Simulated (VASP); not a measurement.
# NaCuH3 (P6_3/mmc) in VASP: density of states with PBE

Aim: the density of states of NaCuH3 with PBE.

Program: VASP 6.6.1. These are calculated values, not measurements. Logs are shortened: lines on timing, memory, paths and dates and some standing lists are left out, and cuts for length are marked.

## (1) The cell of the first run

The structure is hexagonal, space group P6_3/mmc (No. 194). Conventional cell: a = 3.333 Å, b = 3.333 Å, c = 10.369 Å, α = 90.00°, β = 90.00°, γ = 120.00°. Na (site symmetry -3m) has 8 H at 2.19 to 2.59 Å within 2.9 Å. Cu (site symmetry -6m2) has 5 H at 1.54 to 1.92 Å within 2.0 Å. Within 2.0 Å of H (site symmetry 3m) lie 1 Cu at 1.54 Å. H (site symmetry -6m2) has 3 Cu at 1.92 Å and 6 H at 2.46 Å and 2 Na at 2.59 Å within 2.6 Å.

## (2) Density of states, PBE

The input, POSCAR:

```
NaCuH3
1.0
    3.3334925070      0.0000000000      0.0000000000
   -1.6667462535      2.8868891944      0.0000000000
    0.0000000000      0.0000000000     10.3687766926
Na Cu H
2 2 6
Direct
    0.0000000000      0.0000000000      0.5000000000
    0.0000000000      0.0000000000      0.0000000000
    0.6666666667      0.3333333333      0.7500000000
    0.3333333333      0.6666666667      0.2500000000
    0.3333333333      0.6666666667      0.3982131274
    0.6666666667      0.3333333333      0.8982131274
    0.6666666667      0.3333333333      0.6017868726
    0.3333333333      0.6666666667      0.1017868726
    0.0000000000      0.0000000000      0.2500000000
    0.0000000000      0.0000000000      0.7500000000
```

The input, INCAR.step1:

```
PREC     = Accurate       # precision mode
ENCUT    = 520            # plane-wave cutoff, eV
EDIFF    = 1E-6           # SCF threshold, eV
ISMEAR   = 0              # smearing method
SIGMA    = 0.1            # smearing width, eV
LREAL    = False          # projectors in reciprocal space
LASPH    = True           # aspherical terms in the spheres
NELM     = 100            # most SCF steps
ALGO     = Normal         # electronic algorithm
ISIF     = 2              # what is computed and relaxed
LWAVE    = False          # write WAVECAR
LCHARG   = True           # write CHGCAR
LMAXMIX  = 4              # l up to which the mixer works
GGA      = PE             # functional
NBANDS   = 32             # bands
```

The input, KPOINTS.step1:

```
Automatic mesh
0
Gamma
  15 15 4
```

The input, INCAR.step2:

```
PREC     = Accurate       # precision mode
ENCUT    = 520            # plane-wave cutoff, eV
EDIFF    = 1E-6           # SCF threshold, eV
ISMEAR   = -5             # smearing method
SIGMA    = 0.1            # smearing width, eV
LREAL    = False          # projectors in reciprocal space
LASPH    = True           # aspherical terms in the spheres
NELM     = 100            # most SCF steps
ALGO     = Normal         # electronic algorithm
ISIF     = 2              # what is computed and relaxed
LWAVE    = False          # write WAVECAR
LCHARG   = False          # write CHGCAR
LMAXMIX  = 4              # l up to which the mixer works
GGA      = PE             # functional
LORBIT   = 10             # projections on sites
NBANDS   = 32             # bands
NEDOS    = 1001           # points of the DOS
ICHARG   = 11             # starting density
```

The input, KPOINTS.step2:

```
Automatic mesh
0
Gamma
  23 23 6
```

Potentials or basis: VASP PAW PBE potentials, release 64 (Na_pv, Cu, H).

The run is started by

```sh
> cat potpaw_PBE.64/Na_pv/POTCAR potpaw_PBE.64/Cu/POTCAR potpaw_PBE.64/H/POTCAR > POTCAR
> cp INCAR.step1 INCAR
> cp KPOINTS.step1 KPOINTS
> mpirun -np 1 vasp_std > vasp.out
> cp INCAR.step2 INCAR
> cp KPOINTS.step2 KPOINTS
> mpirun -np 1 vasp_std > vasp.out
```

OUTCAR:

```text
PREC = Accurate
   ENCUT = 520
   EDIFF = 1E-6
   ISMEAR = -5
   LREAL = False
   LASPH = True
   NELM = 100
   ISIF = 2
   GGA = PE
   LORBIT = 10
   ICHARG = 11

 ion  position               nearest neighbor table
   1  0.000  0.000  0.500-
   2  0.000  0.000  0.000-
   3  0.667  0.333  0.750-   6 1.54   7 1.54
   4  0.333  0.667  0.250-   5 1.54   8 1.54
   5  0.333  0.667  0.398-   4 1.54
   6  0.667  0.333  0.898-   3 1.54
   7  0.667  0.333  0.602-   3 1.54
   8  0.333  0.667  0.102-   4 1.54
   9  0.000  0.000  0.250-
  10  0.000  0.000  0.750-

  LATTYP: Found a hexagonal cell.
 ALAT       =     3.3334925070
 C/A-ratio  =     3.1104844756

  Lattice vectors:

 A1 = (   3.3334925070,   0.0000000000,   0.0000000000)
 A2 = (  -1.6667462535,   2.8868891944,   0.0000000000)
 A3 = (   0.0000000000,   0.0000000000,  10.3687766926)

Analysis of symmetry for initial positions (statically):
=====================================================================
 Subroutine PRICEL returns:
 Original cell was already a primitive cell.

 Routine SETGRP: Setting up the symmetry group for a
 hexagonal supercell.

 Subroutine GETGRP returns: Found 24 space group operations
 (whereof 12 operations were pure point group operations)
 out of a pool of 24 trial point group operations.

The static configuration has the point symmetry D_3d.
 The point group associated with its full space group is D_6h.

Analysis of symmetry for dynamics (positions and initial velocities):
=====================================================================
 Subroutine PRICEL returns:
 Original cell was already a primitive cell.

 Routine SETGRP: Setting up the symmetry group for a
 hexagonal supercell.

 Subroutine GETGRP returns: Found 24 space group operations
 (whereof 12 operations were pure point group operations)
 out of a pool of 24 trial point group operations.

The dynamic configuration has the point symmetry D_3d.
 The point group associated with its full space group is D_6h.

 Subroutine INISYM returns: Found 24 space group operations
 (whereof 12 operations are pure point group operations),
 and found     1 'primitive' translations

----------------------------------------------------------------------------------------

                                     Primitive cell

  volume of cell :      99.7831

  direct lattice vectors                    reciprocal lattice vectors
     3.333492507  0.000000000  0.000000000     0.299985675  0.173196810  0.000000000
    -1.666746253  2.886889194  0.000000000     0.000000000  0.346393620  0.000000000
     0.000000000  0.000000000 10.368776693     0.000000000  0.000000000  0.096443392

  length of vectors
     3.333492507  3.333492507 10.368776693     0.346393620  0.346393620  0.096443392

  position of ions in fractional coordinates (direct lattice)
     0.000000000  0.000000000  0.500000000
     0.000000000  0.000000000  0.000000000
     0.666666667  0.333333333  0.750000000
     0.333333333  0.666666667  0.250000000
     0.333333333  0.666666667  0.398213127
     0.666666667  0.333333333  0.898213127
     0.666666667  0.333333333  0.601786873
     0.333333333  0.666666667  0.101786873
     0.000000000  0.000000000  0.250000000
     0.000000000  0.000000000  0.750000000

  ion indices of the primitive-cell ions
   primitive index   ion index
                 1           1
                 2           2
                 3           3
                 4           4
                 5           5
                 6           6
                 7           7
                 8           8
                 9           9
                10          10

----------------------------------------------------------------------------------------

 KPOINTS: Automatic mesh

Automatic generation of k-mesh.
 Grid dimensions read from file:
 generate k-points for:   23   23    6

 Generating k-lattice:

  Cartesian coordinates                     Fractional coordinates (reciprocal lattice)
     0.013042855  0.007530296  0.000000000     0.043478261  0.000000000  0.000000000
     0.000000000  0.015060592  0.000000000     0.000000000  0.043478261  0.000000000
     0.000000000  0.000000000  0.016073899     0.000000000  0.000000000  0.166666667

  Length of vectors
     0.015060592  0.015060592  0.016073899

  Shift w.r.t. Gamma in fractional coordinates (k-lattice)
     0.000000000  0.000000000  0.000000000

 TETIRR: Found   3243 inequivalent tetrahedra from    19044

 Subroutine IBZKPT returns following result:
 ===========================================

 Found    224 irreducible k-points:

 Following reciprocal coordinates:
            Coordinates               Weight
  0.000000  0.000000  0.000000      1.000000
  0.043478  0.000000  0.000000      6.000000
  0.086957  0.000000  0.000000      6.000000
  0.130435  0.000000  0.000000      6.000000
  0.173913  0.000000  0.000000      6.000000
  0.217391  0.000000  0.000000      6.000000
[... 16 lines left out ...]
  0.478261  0.043478  0.000000      6.000000
  0.086957  0.086957  0.000000      6.000000
 [... further k-points ...]
   k-points           NKPTS =    224   k-points in BZ     NKDIM =    224   number of bands    NBANDS=     32
   number of dos      NEDOS =   1001   number of ions     NIONS =     10
   total plane-waves  NPLWV =  62720
   dimension x,y,z NGX =    28 NGY =   28 NGZ =   80
   dimension x,y,z NGXF=    56 NGYF=   56 NGZF=  160
   ions per type =               2   2   6
   NGX,Y,Z   is equivalent  to a cutoff of  13.96, 13.96, 12.83 a.u.
   NGXF,Y,Z  is equivalent  to a cutoff of  27.93, 27.93, 25.65 a.u.
 SYSTEM =  unknown system
   PREC   = accura    normal or accurate (medium, high low for compatibility)
   ISTART =      0    job   : 0-new  1-cont  2-samecut
   ICHARG =     11    charge: 1-file 2-atom 10-const
   ISPIN  =      1    spin polarized calculation?
   LNONCOLLINEAR =      F non collinear calculations
   LSORBIT =      F    spin-orbit coupling
   LASPH  =      T    aspherical Exc in radial PAW
   ENCUT  =  520.0 eV  38.22 Ry    6.18 a.u.   6.20  6.20 19.28*2*pi/ulx,y,z
   NELM   =    100;   NELMIN=  2; NELMDL=  0     # of ELM steps
   EDIFF  = 0.1E-05   stopping-criterion for ELM
   LREAL  =      F    real-space projection
   EDIFFG = 0.1E-04   stopping-criterion for IOM
   NSW    =      0    number of steps for IOM
   IBRION =     -1    ionic relax: 0-MD 1-quasi-New 2-CG
   NFREE  =      0    steps in history (QN), initial steepest desc. (CG)
   ISIF   =      2    stress and relaxation
   ISYM   =      2    0-nonsym 1-usesym 2-fastsym
   POTIM  = 0.5000    time-step for ionic-motion
   TEBEG  =    0.0;   TEEND  =   0.0 temperature during run
   PSTRESS=    0.0 pullay stress
   NELECT =      42.0000    total number of electrons
   NUPDOWN=      -1.0000    fix difference up-down
   EMIN   =  10.00;   EMAX   =-10.00  energy-range for DOS
   EFERMI =   0.00;   METHOD = LEGACY
   ISMEAR =    -5;   SIGMA  =   0.10  broadening in eV -4-tet -1-fermi 0-gaus
   EFERMI_NEDOS =   21; number of points for ismear=-14 and -15
   IALGO  =     38    algorithm
   IMIX   =      4    mixing-type and parameters
     AMIX     =   0.40;   BMIX     =  1.00
     AMIX_MAG =   1.60;   BMIX_MAG =  1.00
  volume/ion in A,a.u.               =       9.98        67.34
  Fermi-wavevector in a.u.,A,eV,Ry     =   1.226890  2.318486 20.480286  1.505259
  Thomas-Fermi vector in A             =   2.361874
   LORBIT       =     10    0 simple, 1 ext, 2 COOP (PROOUT), +10 PAW based schemes
   GGA     = PE    functional components
   LHFCALC =     F    Hartree Fock is set to
   AEXX    =    0.0000 exact exchange contribution
   IVDW    =     0    specifies the selected vdW correction
   LEPSILON=     F    determine dielectric tensor
   LRPA    =     F    only Hartree local field effects (RPA)
 non-spin polarized calculation
 Fermi weights with tetrahedron method with Bloechl corrections
  energy-cutoff  :      520.00
  volume of cell :       99.78
 maximum number of plane-waves:      2715
 NGX is ok and might be reduce to    28

 number of electron      41.9999988 magnetization

 Free energy of the ion-electron system (eV)
  ---------------------------------------------------
  ext. energy  EPLUGINS =         0.00000000
  ---------------------------------------------------
  free energy    TOTEN  =       -29.48051860 eV

  energy without entropy =      -29.48051860  energy(sigma->0) =      -29.48051860

 E-fermi :   1.6651     XC(G=0):  -9.1231

 val. band max:        1.6571631544   @ k =   0.3478   0.0000   0.3333
 cond. band min:       1.6281561602   @ k =   0.0000   0.0000   0.0000
 fundamental gap:     -0.0290069943
 Fermi energy:         1.6650901304

 k-point     1 :       0.0000    0.0000    0.0000
  band No.  band energies     occupation
      1     -21.7408      2.00000
      2     -21.7388      2.00000
      3     -21.7336      2.00000
      4     -21.7336      2.00000
      5     -21.7336      2.00000
      6     -21.7336      2.00000
[... 24 lines left out ...]
     31      12.9396      0.00000
     32      12.9552      0.00000
[... 774 lines left out ...]
      2     -21.7539      2.00000
      3     -21.7385      2.00000
      4     -21.7385      2.00000
      5     -21.7366      2.00000
      6     -21.7349      2.00000
[... 24 lines left out ...]
     31      12.5121      0.00000
     32      13.8059      0.00000

 [... further k-points ...]

------------------------ aborting loop because EDIFF is reached ----------------------------------------

  FORCE on cell =-STRESS in cart. coord.  units (eV):
  Direction    XX          YY          ZZ          XY          YZ          ZX
  --------------------------------------------------------------------------------------
  -------------------------------------------------------------------------------------
  Total        0.0914921      0.0914921      0.1935691     -0.0000000      0.0000000      0.0000000
  in kB        1.4690516      1.4690516      3.1080611     -0.0000000      0.0000000      0.0000000
  external PRESSURE =       2.0153881 kB  Pullay stress =       0.0000000 kB

 VOLUME and BASIS-vectors are now :
 -----------------------------------------------------------------------------
  energy-cutoff  :      520.00
  volume of cell :       99.78
      direct lattice vectors                 reciprocal lattice vectors
     3.333492507  0.000000000  0.000000000     0.299985675  0.173196810  0.000000000
    -1.666746253  2.886889194  0.000000000     0.000000000  0.346393620  0.000000000
     0.000000000  0.000000000 10.368776693     0.000000000  0.000000000  0.096443392

 POSITION                                       TOTAL-FORCE (eV/Angst)
 -----------------------------------------------------------------------------------
      0.00000      0.00000      5.18439         0.000000     -0.000000     -0.000000
      0.00000      0.00000      0.00000         0.000000     -0.000000     -0.000000
      1.66675      0.96230      7.77658        -0.000000      0.000000     -0.000000
     -0.00000      1.92459      2.59219        -0.000000     -0.000000     -0.000000
     -0.00000      1.92459      4.12898         0.000000      0.000000      0.022352
      1.66675      0.96230      9.31337         0.000000     -0.000000      0.022352
      1.66675      0.96230      6.23979         0.000000     -0.000000     -0.022352
     -0.00000      1.92459      1.05541         0.000000      0.000000     -0.022352
      0.00000      0.00000      2.59219         0.000000     -0.000000     -0.000000
      0.00000      0.00000      7.77658         0.000000     -0.000000     -0.000000
 -----------------------------------------------------------------------------------
    total drift:                               -0.000000      0.000000     -0.000000

  FREE ENERGIE OF THE ION-ELECTRON SYSTEM (eV)
  ---------------------------------------------------
  free  energy   TOTEN  =       -29.4805185974 eV

  energy  without entropy=      -29.4805185974  energy(sigma->0) =      -29.48051860

 total charge

# of ion       s       p       d       tot
------------------------------------------
    1        0.059   6.000   0.000   6.060
    2        0.059   6.000   0.000   6.060
    3        0.455   0.425   9.108   9.988
    4        0.455   0.425   9.108   9.988
    5        0.565   0.010   0.000   0.575
    6        0.565   0.010   0.000   0.575
    7        0.565   0.010   0.000   0.575
    8        0.565   0.010   0.000   0.575
    9        0.466   0.011   0.000   0.477
   10        0.466   0.011   0.000   0.477
--------------------------------------------------
tot          4.221  12.913  18.217  35.351
```

It took 8.4 min on 1 thread of Intel Xeon 6975P-C (Granite Rapids), shared host; peak memory 0.66 GiB.

Results:

```
Valence electrons inside the program's atomic spheres : Na 6.06; Cu 9.99; H 0.57, 0.48
```

Levels at points of the mesh, in eV from the Fermi level:
```tsv
k point	band 19	band 20	band 21	band 22	band 23	band 24
(0.00, 0.00, 0.00)	-2.72	-2.72	-0.04	2.67	6.70	7.71
(0.00, 0.00, 0.50)	-2.72	-2.72	1.30	1.30	7.36	7.36
```

Caveat: tetrahedron occupations give inexact forces and stress in metals.
